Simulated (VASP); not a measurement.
# In3Sb (Pm-3m) in VASP: notebook

Runs on In3Sb. Level: r2SCAN. Tasks: single point.

Everything below comes from runs of VASP 6.6.1. Logs are shortened: lines on timing, memory, paths and dates and some standing lists are left out, and cuts for length are marked.

### 1 The cell of the first run

Symmetry: Pm-3m, No. 221, cubic system. The conventional cell has a = 4.837 Å, b = 4.837 Å, c = 4.837 Å, α = 90.00°, β = 90.00°, γ = 90.00°. In (site symmetry 4/mmm) has 8 In at 3.42 Å and 4 Sb at 3.42 Å within 4.5 Å. Within 4.5 Å of Sb (site symmetry m-3m) lie 12 In at 3.42 Å.

### 2 Single point, r2SCAN

File POSCAR:

```
In3Sb
1.0
    4.8369620000      0.0000000000      0.0000000000
    0.0000000000      4.8369620000      0.0000000000
    0.0000000000      0.0000000000      4.8369620000
In Sb
3 1
Direct
    0.5000000000      0.5000000000      0.0000000000
    0.5000000000      0.0000000000      0.5000000000
    0.0000000000      0.5000000000      0.5000000000
    0.0000000000      0.0000000000      0.0000000000
```

File INCAR.step1:

```
PREC = Accurate ; ENCUT = 520
ISMEAR = -1 ; SIGMA = 0.5
LREAL = False ; LASPH = True
NELM = 100 ; NBANDS = 30
GGA = PE ; ALGO = Normal
EDIFF = 1E-4 ; LWAVE = True
LCHARG = False
```

File INCAR.step2:

```
PREC = Accurate ; ENCUT = 520
EDIFF = 1E-6 ; ISMEAR = -1
SIGMA = 0.5 ; LREAL = False
LASPH = True ; NELM = 100
ALGO = Normal ; ISIF = 2
LWAVE = False ; LCHARG = False
METAGGA = R2SCAN ; LMIXTAU = True
NBANDS = 30 ; ISTART = 1
```

File KPOINTS:

```
Automatic mesh
0
Gamma
  10 10 10
```

Potentials or basis: VASP PAW PBE potentials, release 64 (In_d, Sb).

Command:

```sh
$ cat potpaw_PBE.64/In_d/POTCAR potpaw_PBE.64/Sb/POTCAR > POTCAR
$ cp INCAR.step1 INCAR
$ mpirun -np 1 vasp_std > vasp.out
$ cp INCAR.step2 INCAR
$ mpirun -np 1 vasp_std > vasp.out
```

OUTCAR:

```text
PREC = Accurate
   ENCUT = 520
   EDIFF = 1E-6
   ISMEAR = -1
   LREAL = False
   LASPH = True
   NELM = 100
   ISIF = 2
   METAGGA = R2SCAN
   ISTART = 1

 ion  position               nearest neighbor table
   1  0.500  0.500  0.000-   2 3.42   3 3.42   4 3.42   2 3.42   3 3.42   2 3.42   4 3.42   2 3.42
                             3 3.42   4 3.42   3 3.42   4 3.42
   2  0.500  0.000  0.500-   1 3.42   3 3.42   4 3.42   1 3.42   4 3.42   1 3.42   3 3.42   1 3.42
                             3 3.42   4 3.42   4 3.42   3 3.42
   3  0.000  0.500  0.500-   1 3.42   2 3.42   4 3.42   1 3.42   4 3.42   2 3.42   4 3.42   4 3.42
                             1 3.42   2 3.42   1 3.42   2 3.42
   4  0.000  0.000  0.000-   1 3.42   2 3.42   3 3.42   2 3.42   3 3.42   1 3.42   3 3.42   3 3.42
                             1 3.42   2 3.42   2 3.42   1 3.42

  LATTYP: Found a simple cubic cell.
 ALAT       =     4.8369620000

  Lattice vectors:

 A1 = (   4.8369620000,   0.0000000000,   0.0000000000)
 A2 = (   0.0000000000,   4.8369620000,   0.0000000000)
 A3 = (   0.0000000000,   0.0000000000,   4.8369620000)

Analysis of symmetry for initial positions (statically):
=====================================================================
 Subroutine PRICEL returns:
 Original cell was already a primitive cell.

 Routine SETGRP: Setting up the symmetry group for a
 simple cubic supercell.

 Subroutine GETGRP returns: Found 48 space group operations
 (whereof 48 operations were pure point group operations)
 out of a pool of 48 trial point group operations.

The static configuration has the point symmetry O_h .

Analysis of symmetry for dynamics (positions and initial velocities):
=====================================================================
 Subroutine PRICEL returns:
 Original cell was already a primitive cell.

 Routine SETGRP: Setting up the symmetry group for a
 simple cubic supercell.

 Subroutine GETGRP returns: Found 48 space group operations
 (whereof 48 operations were pure point group operations)
 out of a pool of 48 trial point group operations.

The dynamic configuration has the point symmetry O_h .

 Subroutine INISYM returns: Found 48 space group operations
 (whereof 48 operations are pure point group operations),
 and found     1 'primitive' translations

----------------------------------------------------------------------------------------

                                     Primitive cell

  volume of cell :     113.1665

  direct lattice vectors                    reciprocal lattice vectors
     4.836962000  0.000000000  0.000000000     0.206741339  0.000000000  0.000000000
     0.000000000  4.836962000  0.000000000     0.000000000  0.206741339  0.000000000
     0.000000000  0.000000000  4.836962000     0.000000000  0.000000000  0.206741339

  length of vectors
     4.836962000  4.836962000  4.836962000     0.206741339  0.206741339  0.206741339

  position of ions in fractional coordinates (direct lattice)
     0.500000000  0.500000000  0.000000000
     0.500000000  0.000000000  0.500000000
     0.000000000  0.500000000  0.500000000
     0.000000000  0.000000000  0.000000000

  ion indices of the primitive-cell ions
   primitive index   ion index
                 1           1
                 2           2
                 3           3
                 4           4

----------------------------------------------------------------------------------------

 KPOINTS: Automatic mesh

Automatic generation of k-mesh.
 Grid dimensions read from file:
 generate k-points for:   10   10   10

 Generating k-lattice:

  Cartesian coordinates                     Fractional coordinates (reciprocal lattice)
     0.020674134  0.000000000  0.000000000     0.100000000  0.000000000  0.000000000
     0.000000000  0.020674134  0.000000000     0.000000000  0.100000000  0.000000000
     0.000000000  0.000000000  0.020674134     0.000000000  0.000000000  0.100000000

  Length of vectors
     0.020674134  0.020674134  0.020674134

  Shift w.r.t. Gamma in fractional coordinates (k-lattice)
     0.000000000  0.000000000  0.000000000

 Subroutine IBZKPT returns following result:
 ===========================================

 Found     56 irreducible k-points:

 Following reciprocal coordinates:
            Coordinates               Weight
  0.000000  0.000000  0.000000      1.000000
  0.100000  0.000000  0.000000      6.000000
  0.200000  0.000000  0.000000      6.000000
  0.300000  0.000000  0.000000      6.000000
  0.400000  0.000000  0.000000      6.000000
  0.500000  0.000000  0.000000      3.000000
[... 16 lines left out ...]
  0.200000  0.100000  0.100000     24.000000
  0.300000  0.100000  0.100000     24.000000
 [... further k-points ...]
   k-points           NKPTS =     56   k-points in BZ     NKDIM =     56   number of bands    NBANDS=     30
   number of dos      NEDOS =    301   number of ions     NIONS =      4
   total plane-waves  NPLWV =  46656
   dimension x,y,z NGX =    36 NGY =   36 NGZ =   36
   dimension x,y,z NGXF=    72 NGYF=   72 NGZF=   72
   ions per type =               3   1
   NGX,Y,Z   is equivalent  to a cutoff of  12.37, 12.37, 12.37 a.u.
   NGXF,Y,Z  is equivalent  to a cutoff of  24.75, 24.75, 24.75 a.u.
 SYSTEM =  unknown system
   PREC   = accura    normal or accurate (medium, high low for compatibility)
   ISTART =      1    job   : 0-new  1-cont  2-samecut
   ICHARG =      0    charge: 1-file 2-atom 10-const
   ISPIN  =      1    spin polarized calculation?
   LNONCOLLINEAR =      F non collinear calculations
   LSORBIT =      F    spin-orbit coupling
   LASPH  =      T    aspherical Exc in radial PAW
   ENCUT  =  520.0 eV  38.22 Ry    6.18 a.u.   8.99  8.99  8.99*2*pi/ulx,y,z
   NELM   =    100;   NELMIN=  2; NELMDL=  0     # of ELM steps
   EDIFF  = 0.1E-05   stopping-criterion for ELM
   LREAL  =      F    real-space projection
   EDIFFG = 0.1E-04   stopping-criterion for IOM
   NSW    =      0    number of steps for IOM
   IBRION =     -1    ionic relax: 0-MD 1-quasi-New 2-CG
   NFREE  =      0    steps in history (QN), initial steepest desc. (CG)
   ISIF   =      2    stress and relaxation
   ISYM   =      2    0-nonsym 1-usesym 2-fastsym
   POTIM  = 0.5000    time-step for ionic-motion
   TEBEG  =    0.0;   TEEND  =   0.0 temperature during run
   PSTRESS=    0.0 pullay stress
   NELECT =      44.0000    total number of electrons
   NUPDOWN=      -1.0000    fix difference up-down
   EMIN   =  10.00;   EMAX   =-10.00  energy-range for DOS
   EFERMI =   0.00;   METHOD = LEGACY
   ISMEAR =    -1;   SIGMA  =   0.50  broadening in eV -4-tet -1-fermi 0-gaus
   EFERMI_NEDOS =   21; number of points for ismear=-14 and -15
   IALGO  =     38    algorithm
   IMIX   =      4    mixing-type and parameters
     AMIX     =   0.40;   BMIX     =  1.00
     AMIX_MAG =   1.60;   BMIX_MAG =  1.00
  volume/ion in A,a.u.               =      28.29       190.92
  Fermi-wavevector in a.u.,A,eV,Ry     =   1.194867  2.257972 19.425148  1.427708
  Thomas-Fermi vector in A             =   2.330847
   LORBIT       =      0    0 simple, 1 ext, 2 COOP (PROOUT), +10 PAW based schemes
   METAGGA = R2SCAN    functional components
   LHFCALC =     F    Hartree Fock is set to
   AEXX    =    0.0000 exact exchange contribution
   IVDW    =     0    specifies the selected vdW correction
   LEPSILON=     F    determine dielectric tensor
   LRPA    =     F    only Hartree local field effects (RPA)
 non-spin polarized calculation
  energy-cutoff  :      520.00
  volume of cell :      113.17
 maximum number of plane-waves:      3112
 NGX is ok and might be reduce to    36
   NGX = 17   NGY = 17   NGZ = 17

 number of electron      43.9999994 magnetization

 Free energy of the ion-electron system (eV)
  ---------------------------------------------------
  ext. energy  EPLUGINS =         0.00000000
  ---------------------------------------------------
  free energy    TOTEN  =       -93.98437303 eV

  energy without entropy =      -92.39356080  energy(sigma->0) =      -93.18896692

 E-fermi :   6.8745     XC(G=0): -10.5933

 val. band max:        6.8375623223   @ k =   0.3000   0.3000   0.1000
 cond. band min:       6.9061730923   @ k =   0.5000   0.5000   0.0000
 fundamental gap:      0.0686107700
 Fermi energy:         6.8744851953

 k-point     1 :       0.0000    0.0000    0.0000
  band No.  band energies     occupation
      1      -8.3869      2.00000
      2      -8.3869      2.00000
      3      -8.3869      2.00000
      4      -8.3825      2.00000
      5      -8.2616      2.00000
      6      -8.2616      2.00000
[... 22 lines left out ...]
     29      13.4330      0.00000
     30      13.6923      0.00000

 k-point     2 :       0.1000    0.0000    0.0000
  band No.  band energies     occupation
      1      -8.3852      2.00000
      2      -8.3781      2.00000
      3      -8.3781      2.00000
      4      -8.3749      2.00000
      5      -8.2606      2.00000
      6      -8.2558      2.00000
[... 22 lines left out ...]
     29      13.6714      0.00000
     30      13.7380      0.00000

 k-point     3 :       0.2000    0.0000    0.0000
  band No.  band energies     occupation
      1      -8.3805      2.00000
      2      -8.3535      2.00000
      3      -8.3523      2.00000
      4      -8.3523      2.00000
      5      -8.2577      2.00000
      6      -8.2392      2.00000
[... 22 lines left out ...]
     29      13.8736      0.00000
     30      13.9436      0.00000

 k-point     4 :       0.3000    0.0000    0.0000
  band No.  band energies     occupation
      1      -8.3746      2.00000
      2      -8.3227      2.00000
      3      -8.3120      2.00000
      4      -8.3120      2.00000
      5      -8.2532      2.00000
      6      -8.2149      2.00000
[... 616 lines left out ...]
     29      13.6976      0.00000
     30      13.9112      0.00000

 k-point    23 :       0.2000    0.1000    0.1000
  band No.  band energies     occupation
      1      -8.3695      2.00000
      2      -8.3505      2.00000
      3      -8.3435      2.00000
      4      -8.3317      2.00000
      5      -8.2479      2.00000
      6      -8.2334      2.00000
[... 22 lines left out ...]
     29      13.1172      0.00001
     30      14.0108      0.00000

 k-point    24 :       0.3000    0.1000    0.1000
  band No.  band energies     occupation
      1      -8.3613      2.00000
      2      -8.3239      2.00000
      3      -8.3086      2.00000
      4      -8.2948      2.00000
      5      -8.2438      2.00000
      6      -8.2083      2.00000
[... 22 lines left out ...]
     29      12.1473      0.00005
     30      14.1877      0.00000

 [... further k-points ...]

------------------------ aborting loop because EDIFF is reached ----------------------------------------

  FORCE on cell =-STRESS in cart. coord.  units (eV):
  Direction    XX          YY          ZZ          XY          YZ          ZX
  --------------------------------------------------------------------------------------
  -------------------------------------------------------------------------------------
  Total       -0.5003730     -0.5003730     -0.5003730      0.0000000      0.0000000     -0.0000000
  in kB       -7.0841278     -7.0841278     -7.0841278      0.0000000      0.0000000     -0.0000000
  external PRESSURE =      -7.0841278 kB  Pullay stress =       0.0000000 kB

 VOLUME and BASIS-vectors are now :
 -----------------------------------------------------------------------------
  energy-cutoff  :      520.00
  volume of cell :      113.17
      direct lattice vectors                 reciprocal lattice vectors
     4.836962000  0.000000000  0.000000000     0.206741339  0.000000000  0.000000000
     0.000000000  4.836962000  0.000000000     0.000000000  0.206741339  0.000000000
     0.000000000  0.000000000  4.836962000     0.000000000  0.000000000  0.206741339

 POSITION                                       TOTAL-FORCE (eV/Angst)
 -----------------------------------------------------------------------------------
      2.41848      2.41848      0.00000         0.000000      0.000000      0.000000
      2.41848      0.00000      2.41848         0.000000      0.000000      0.000000
      0.00000      2.41848      2.41848         0.000000      0.000000      0.000000
      0.00000      0.00000      0.00000         0.000000      0.000000      0.000000
 -----------------------------------------------------------------------------------
    total drift:                                0.000000      0.000000      0.000000

  FREE ENERGIE OF THE ION-ELECTRON SYSTEM (eV)
  ---------------------------------------------------
  free  energy   TOTEN  =       -93.9843730303 eV

  energy  without entropy=      -92.3935608042  energy(sigma->0) =      -93.18896692
```

It took 4 min on 1 thread of Intel Xeon 6975P-C (Granite Rapids), shared host; peak memory 0.32 GiB.

What came out:

```yaml
Free_energy: -93.9844 eV
Pressure: -0.7 GPa
Band_gap_on_the_k_mesh: zero (bands 22 and 23 overlap by 3.66 eV)
```

Levels at points of the mesh, in eV from the Fermi level:
```csv
k point,band 18,band 19,band 20,band 21,band 22,band 23,band 24,band 25,band 26,band 27
"(0.00, 0.00, 0.00)",-3.08,-3.08,-3.08,-2.33,-2.33,2.33,2.33,2.33,4.05,4.05
"(0.50, 0.00, 0.00)",-3.94,-1.76,-1.76,-1.75,-0.23,-0.23,0.15,1.25,4.67,4.70
"(0.50, 0.50, 0.00)",-6.17,-5.90,-0.78,0.03,0.32,0.32,1.50,1.60,1.60,1.88
"(0.50, 0.50, 0.50)",-4.54,-4.54,-4.18,-4.18,-4.18,-3.25,5.51,5.51,5.51,8.21
```

Caveat: so wide a smearing shifts energies and pressures; the PAW data sets were made with another functional, which shifts forces and pressure a little; spin-orbit coupling is left out, which moves the levels of the heavy elements.

(Continued in part 2 of 2.)

The gap in the log of VASP goes by the Fermi energy; the results here count the filled bands.